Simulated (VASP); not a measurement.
Al3Cu2, 5 atoms in the cell. The structure is trigonal, space group P-3m1 (No. 164). Conventional cell: a = 3.896 Å, b = 3.896 Å, c = 4.749 Å, α = 90.00°, β = 90.00°, γ = 120.00°. Within 3.1 Å of Al (site symmetry -3m) lie 6 Cu at 2.37 Å and 6 Al at 2.80 Å. Al (site symmetry 3m) has 5 Cu at 2.33 to 2.43 Å and 6 Al at 2.65 to 2.80 Å within 3.1 Å. Within 3.1 Å of Cu (site symmetry 3m) lie 8 Al at 2.33 to 2.43 Å and 3 Cu at 2.70 Å. 

* Program: VASP 6.6.1
* Task: single point
* Functional: r2SCAN
* Potentials or basis: VASP PAW PBE potentials, release 64 (Al, Cu)
* Cutoff: 520 eV
* k mesh: 12 × 12 × 8
* Occupations: gaussian, width 0.1 eV
* Spin: no spin polarisation
* Dipole correction: no
* Further INCAR settings: ALGO = Normal; EDIFF = 1e-06; NBANDS = 24

Potentials or basis: VASP PAW PBE potentials, release 64 (Al, Cu).

Run with:

```bash
$ cat potpaw_PBE.64/Al/POTCAR potpaw_PBE.64/Cu/POTCAR > POTCAR
$ cp INCAR.step1 INCAR
$ mpirun -np 1 vasp_std > vasp.out
$ cp INCAR.step2 INCAR
$ mpirun -np 1 vasp_std > vasp.out
```

Hardware: 1 thread of Intel(R) Xeon(R) 6975P-C (Granite Rapids) (shared host).

**Question.** How long does it take, and how much memory?

**Answer.** It took 5.8 min on 1 thread of Intel(R) Xeon(R) 6975P-C (Granite Rapids) (shared host), peak memory 0.29 GiB. Counts: k points 131.
